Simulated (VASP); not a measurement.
# W3O (P4_2/mmc) in VASP: single point with PBE

Aim: the single point of W3O with PBE.

All numbers are computed with VASP 6.6.1; they aren't measurements. Logs are shortened: lines on timing, memory, paths and dates and some standing lists are left out, and cuts for length are marked.

### 1 The cell of the first run

Symmetry: P4_2/mmc, No. 131, tetragonal system. The conventional cell has a = 4.689 Å, b = 4.689 Å, c = 4.494 Å, α = 90.00°, β = 90.00°, γ = 90.00°. W (site symmetry m2m) has 10 W at 2.34 to 2.85 Å and 4 O at 2.53 to 2.62 Å within 3.1 Å. Within 3.0 Å of W (site symmetry -4m2) lie 10 W at 2.25 to 2.85 Å and 4 O at 2.60 Å. O (site symmetry mmm) has 12 W at 2.53 to 2.62 Å within 3.3 Å.

### 2 Single point, PBE (strain -0.040 along x and y, -0.080 along z)

INCAR reads:

```
ALGO = Fast ; EDIFF = 1E-6
ENCUT = 520 ; GGA = PE
ISIF = 2 ; ISMEAR = 0
LASPH = T ; LCHARG = F
LREAL = F ; LWAVE = F
NBANDS = 58 ; NELM = 100
PREC = Accurate ; SIGMA = 0.15
```

KPOINTS reads:

```
k-points
0
Gamma
  8 8 8
```

POSCAR reads:

```
W3O
1.0
    4.6891227558      0.0000000000      0.0000000000
    0.0000000000      4.6891227558      0.0000000000
    0.0000000000      0.0000000000      4.4937426410
W O
6 2
Direct
    0.5000000000      0.7500000000      0.0000000000
    0.0000000000      0.5000000000      0.7500000000
    0.2500000000      0.0000000000      0.5000000000
    0.5000000000      0.2500000000      0.0000000000
    0.0000000000      0.5000000000      0.2500000000
    0.7500000000      0.0000000000      0.5000000000
    0.5000000000      0.5000000000      0.5000000000
    0.0000000000      0.0000000000      0.0000000000
```

Potentials or basis: VASP PAW PBE potentials, release 64 (W_sv, O).

Started as:

```bash
$ cat potpaw_PBE.64/W_sv/POTCAR potpaw_PBE.64/O/POTCAR > POTCAR
$ mpirun -np 1 vasp_std > vasp.out
```

OUTCAR:

```text
EDIFF = 1E-6
   ENCUT = 520
   GGA = PE
   ISIF = 2
   ISMEAR = 0
   LASPH = T
   LREAL = F
   NELM = 100
   PREC = Accurate

 ion  position               nearest neighbor table
   1  0.500  0.750  0.000-   4 2.34   4 2.34   7 2.53   7 2.53   8 2.62   8 2.62   6 2.79   3 2.79
                             6 2.79   3 2.79   2 2.85   2 2.85   5 2.85   5 2.85
   2  0.000  0.500  0.750-   5 2.25   5 2.25   8 2.60   7 2.60   8 2.60   7 2.60   4 2.85   1 2.85
                             3 2.85   6 2.85   6 2.85   1 2.85   4 2.85   3 2.85
   3  0.250  0.000  0.500-   6 2.34   6 2.34   8 2.53   8 2.53   7 2.62   7 2.62   4 2.79   4 2.79
                             1 2.79   1 2.79   2 2.85   5 2.85   2 2.85   5 2.85
   4  0.500  0.250  0.000-   1 2.34   1 2.34   7 2.53   7 2.53   8 2.62   8 2.62   6 2.79   3 2.79
                             6 2.79   3 2.79   2 2.85   2 2.85   5 2.85   5 2.85
   5  0.000  0.500  0.250-   2 2.25   2 2.25   8 2.60   7 2.60   8 2.60   7 2.60   3 2.85   4 2.85
                             3 2.85   6 2.85   6 2.85   1 2.85   4 2.85   1 2.85
   6  0.750  0.000  0.500-   3 2.34   3 2.34   8 2.53   8 2.53   7 2.62   7 2.62   4 2.79   1 2.79
                             4 2.79   1 2.79   2 2.85   5 2.85   5 2.85   2 2.85
   7  0.500  0.500  0.500-   1 2.53   4 2.53   1 2.53   4 2.53   2 2.60   5 2.60   2 2.60   5 2.60
                             3 2.62   6 2.62   3 2.62   6 2.62
   8  0.000  0.000  0.000-   3 2.53   6 2.53   3 2.53   6 2.53   5 2.60   2 2.60   2 2.60   5 2.60
                             1 2.62   4 2.62   1 2.62   4 2.62

  LATTYP: Found a simple tetragonal cell.
 ALAT       =     4.6891227558
 C/A-ratio  =     0.9583333333

  Lattice vectors:

 A1 = (   4.6891227558,   0.0000000000,   0.0000000000)
 A2 = (   0.0000000000,   4.6891227558,   0.0000000000)
 A3 = (   0.0000000000,   0.0000000000,   4.4937426410)

Analysis of symmetry for initial positions (statically):
=====================================================================
 Subroutine PRICEL returns:
 Original cell was already a primitive cell.

 Routine SETGRP: Setting up the symmetry group for a
 simple tetragonal supercell.

 Subroutine GETGRP returns: Found 16 space group operations
 (whereof  8 operations were pure point group operations)
 out of a pool of 16 trial point group operations.

The static configuration has the point symmetry D_2h.
 The point group associated with its full space group is D_4h.

Analysis of symmetry for dynamics (positions and initial velocities):
=====================================================================
 Subroutine PRICEL returns:
 Original cell was already a primitive cell.

 Routine SETGRP: Setting up the symmetry group for a
 simple tetragonal supercell.

 Subroutine GETGRP returns: Found 16 space group operations
 (whereof  8 operations were pure point group operations)
 out of a pool of 16 trial point group operations.

The dynamic configuration has the point symmetry D_2h.
 The point group associated with its full space group is D_4h.

 Subroutine INISYM returns: Found 16 space group operations
 (whereof  8 operations are pure point group operations),
 and found     1 'primitive' translations

----------------------------------------------------------------------------------------

                                     Primitive cell

  volume of cell :      98.8078

  direct lattice vectors                    reciprocal lattice vectors
     4.689122756  0.000000000  0.000000000     0.213259505  0.000000000  0.000000000
     0.000000000  4.689122756  0.000000000     0.000000000  0.213259505  0.000000000
     0.000000000  0.000000000  4.493742641     0.000000000  0.000000000  0.222531658

  length of vectors
     4.689122756  4.689122756  4.493742641     0.213259505  0.213259505  0.222531658

  position of ions in fractional coordinates (direct lattice)
     0.500000000  0.750000000  0.000000000
     0.000000000  0.500000000  0.750000000
     0.250000000  0.000000000  0.500000000
     0.500000000  0.250000000  0.000000000
     0.000000000  0.500000000  0.250000000
     0.750000000  0.000000000  0.500000000
     0.500000000  0.500000000  0.500000000
     0.000000000  0.000000000  0.000000000

  ion indices of the primitive-cell ions
   primitive index   ion index
                 1           1
                 2           2
                 3           3
                 4           4
                 5           5
                 6           6
                 7           7
                 8           8

----------------------------------------------------------------------------------------

 KPOINTS: k-points

Automatic generation of k-mesh.
 Grid dimensions read from file:
 generate k-points for:    8    8    8

 Generating k-lattice:

  Cartesian coordinates                     Fractional coordinates (reciprocal lattice)
     0.026657438  0.000000000  0.000000000     0.125000000  0.000000000  0.000000000
     0.000000000  0.026657438  0.000000000     0.000000000  0.125000000  0.000000000
     0.000000000  0.000000000  0.027816457     0.000000000  0.000000000  0.125000000

  Length of vectors
     0.026657438  0.026657438  0.027816457

  Shift w.r.t. Gamma in fractional coordinates (k-lattice)
     0.000000000  0.000000000  0.000000000

 Subroutine IBZKPT returns following result:
 ===========================================

 Found     75 irreducible k-points:

 Following reciprocal coordinates:
            Coordinates               Weight
  0.000000  0.000000  0.000000      1.000000
  0.125000  0.000000  0.000000      4.000000
  0.250000  0.000000  0.000000      4.000000
  0.375000  0.000000  0.000000      4.000000
  0.500000  0.000000  0.000000      2.000000
  0.125000  0.125000  0.000000      4.000000
[... 16 lines left out ...]
  0.375000  0.125000  0.125000     16.000000
  0.500000  0.125000  0.125000      8.000000
 [... further k-points ...]
   k-points           NKPTS =     75   k-points in BZ     NKDIM =     75   number of bands    NBANDS=     58
   number of dos      NEDOS =    301   number of ions     NIONS =      8
   total plane-waves  NPLWV =  46656
   dimension x,y,z NGX =    36 NGY =   36 NGZ =   36
   dimension x,y,z NGXF=    72 NGYF=   72 NGZF=   72
   ions per type =               6   2
   NGX,Y,Z   is equivalent  to a cutoff of  12.76, 12.76, 13.32 a.u.
   NGXF,Y,Z  is equivalent  to a cutoff of  25.53, 25.53, 26.64 a.u.
 SYSTEM =  unknown system
   PREC   = accura    normal or accurate (medium, high low for compatibility)
   ISTART =      0    job   : 0-new  1-cont  2-samecut
   ICHARG =      2    charge: 1-file 2-atom 10-const
   ISPIN  =      1    spin polarized calculation?
   LNONCOLLINEAR =      F non collinear calculations
   LSORBIT =      F    spin-orbit coupling
   LASPH  =      T    aspherical Exc in radial PAW
   ENCUT  =  520.0 eV  38.22 Ry    6.18 a.u.   8.72  8.72  8.36*2*pi/ulx,y,z
   NELM   =    100;   NELMIN=  2; NELMDL= -5     # of ELM steps
   EDIFF  = 0.1E-05   stopping-criterion for ELM
   LREAL  =      F    real-space projection
   EDIFFG = 0.1E-04   stopping-criterion for IOM
   NSW    =      0    number of steps for IOM
   IBRION =     -1    ionic relax: 0-MD 1-quasi-New 2-CG
   NFREE  =      0    steps in history (QN), initial steepest desc. (CG)
   ISIF   =      2    stress and relaxation
   ISYM   =      2    0-nonsym 1-usesym 2-fastsym
   POTIM  = 0.5000    time-step for ionic-motion
   TEBEG  =    0.0;   TEEND  =   0.0 temperature during run
   PSTRESS=    0.0 pullay stress
   NELECT =      96.0000    total number of electrons
   NUPDOWN=      -1.0000    fix difference up-down
   EMIN   =  10.00;   EMAX   =-10.00  energy-range for DOS
   EFERMI =   0.00;   METHOD = LEGACY
   ISMEAR =     0;   SIGMA  =   0.15  broadening in eV -4-tet -1-fermi 0-gaus
   EFERMI_NEDOS =   21; number of points for ismear=-14 and -15
   IALGO  =     68    algorithm
   IMIX   =      4    mixing-type and parameters
     AMIX     =   0.40;   BMIX     =  1.00
     AMIX_MAG =   1.60;   BMIX_MAG =  1.00
  volume/ion in A,a.u.               =      12.35        83.35
  Fermi-wavevector in a.u.,A,eV,Ry     =   1.621442  3.064081 35.770729  2.629074
  Thomas-Fermi vector in A             =   2.715217
   LORBIT       =      0    0 simple, 1 ext, 2 COOP (PROOUT), +10 PAW based schemes
   GGA     = PE    functional components
   LHFCALC =     F    Hartree Fock is set to
   AEXX    =    0.0000 exact exchange contribution
   IVDW    =     0    specifies the selected vdW correction
   LEPSILON=     F    determine dielectric tensor
   LRPA    =     F    only Hartree local field effects (RPA)
 non-spin polarized calculation
 RMM-DIIS sequential band-by-band and
 Gauss-broadening in eV      SIGMA  =   0.15
  energy-cutoff  :      520.00
  volume of cell :       98.81
 maximum number of plane-waves:      2688
 NGX is ok and might be reduce to    36
   NGX = 17   NGY = 17   NGZ = 17

 number of electron      96.0000019 magnetization

 Free energy of the ion-electron system (eV)
  ---------------------------------------------------
  ext. energy  EPLUGINS =         0.00000000
  ---------------------------------------------------
  free energy    TOTEN  =       -77.93472192 eV

  energy without entropy =      -77.85056079  energy(sigma->0) =      -77.89264135

 E-fermi :  12.2821     XC(G=0): -14.0062

 val. band max:       12.2788957247   @ k =   0.2500   0.1250   0.3750
 cond. band min:      12.2891200435   @ k =   0.3750   0.1250   0.5000
 fundamental gap:      0.0102243188
 Fermi energy:        12.2820597741

 k-point     1 :       0.0000    0.0000    0.0000
  band No.  band energies     occupation
      1     -61.9775      2.00000
      2     -61.8381      2.00000
      3     -61.7653      2.00000
      4     -61.4514      2.00000
      5     -61.4514      2.00000
      6     -61.3934      2.00000
[... 1453 lines left out ...]
     57      15.2671      0.00000
     58      15.4860      0.00000

 [... further k-points ...]

------------------------ aborting loop because EDIFF is reached ----------------------------------------

  FORCE on cell =-STRESS in cart. coord.  units (eV):
  Direction    XX          YY          ZZ          XY          YZ          ZX
  --------------------------------------------------------------------------------------
  -------------------------------------------------------------------------------------
  Total       33.2720568     33.2720568     39.5538194      0.0000000      0.0000000      0.0000000
  in kB      539.5091701    539.5091701    641.3684719      0.0000000      0.0000000      0.0000000
  external PRESSURE =     573.4622707 kB  Pullay stress =       0.0000000 kB

 VOLUME and BASIS-vectors are now :
 -----------------------------------------------------------------------------
  energy-cutoff  :      520.00
  volume of cell :       98.81
      direct lattice vectors                 reciprocal lattice vectors
     4.689122756  0.000000000  0.000000000     0.213259505  0.000000000  0.000000000
     0.000000000  4.689122756  0.000000000     0.000000000  0.213259505  0.000000000
     0.000000000  0.000000000  4.493742641     0.000000000  0.000000000  0.222531658

 POSITION                                       TOTAL-FORCE (eV/Angst)
 -----------------------------------------------------------------------------------
      2.34456      3.51684      0.00000         0.000000      0.322534     -0.000000
      0.00000      2.34456      3.37031         0.000000     -0.000000      0.000000
      1.17228      0.00000      2.24687         0.322534      0.000000      0.000000
      2.34456      1.17228      0.00000         0.000000     -0.322534      0.000000
      0.00000      2.34456      1.12344         0.000000      0.000000      0.000000
      3.51684      0.00000      2.24687        -0.322534      0.000000      0.000000
      2.34456      2.34456      2.24687         0.000000      0.000000      0.000000
      0.00000      0.00000      0.00000         0.000000      0.000000      0.000000
 -----------------------------------------------------------------------------------
    total drift:                                0.000000      0.000000     -0.000000

  FREE ENERGIE OF THE ION-ELECTRON SYSTEM (eV)
  ---------------------------------------------------
  free  energy   TOTEN  =       -77.9347219219 eV

  energy  without entropy=      -77.8505607871  energy(sigma->0) =      -77.89264135
```

It took 15 min on 1 thread of Oxide Virtual Turin-like, shared host; peak memory 0.39 GiB.

What came out:

| Quantity | Value |
| --- | --- |
| Free energy | -77.9347 eV |
| Pressure | 57.3 GPa |
| Largest force | 0.323 eV/Å |
| Band gap on the k mesh | zero (bands 48 and 49 overlap by 1.20 eV) |

Forces on the atoms (eV/Å):
```
W    0.000  0.323  0.000
W    0.000  0.000  0.000
W    0.323  0.000  0.000
W    0.000 -0.323  0.000
W    0.000  0.000  0.000
W   -0.323  0.000  0.000
O    0.000  0.000  0.000
O    0.000  0.000  0.000
```

Levels at points of the mesh, in eV from the Fermi level:
```csv
k point,band 45,band 46,band 47,band 48,band 49,band 50,band 51,band 52
"(0.00, 0.00, 0.00)",-1.60,-0.66,-0.13,-0.13,0.63,1.67,1.67,1.90
"(0.50, 0.00, 0.00)",-1.02,-0.92,0.38,0.57,0.75,0.81,0.95,1.67
"(0.50, 0.50, 0.00)",-1.31,-0.43,-0.41,-0.41,-0.08,-0.02,-0.02,0.35
"(0.00, 0.00, 0.50)",-0.62,-0.62,0.29,0.29,0.77,0.77,0.95,0.95
"(0.50, 0.00, 0.50)",-1.18,-0.67,-0.39,-0.27,-0.26,0.36,0.48,0.49
"(0.50, 0.50, 0.50)",-1.48,-1.48,-1.35,-1.35,0.07,0.07,0.76,0.76
```

Caveat: the cell differs from its parent crystal (strain -0.040 along x and y, -0.080 along z); the stress differs along the axes, from 54 to 64 GPa; spin-orbit coupling is left out, which moves the levels of the heavy elements.
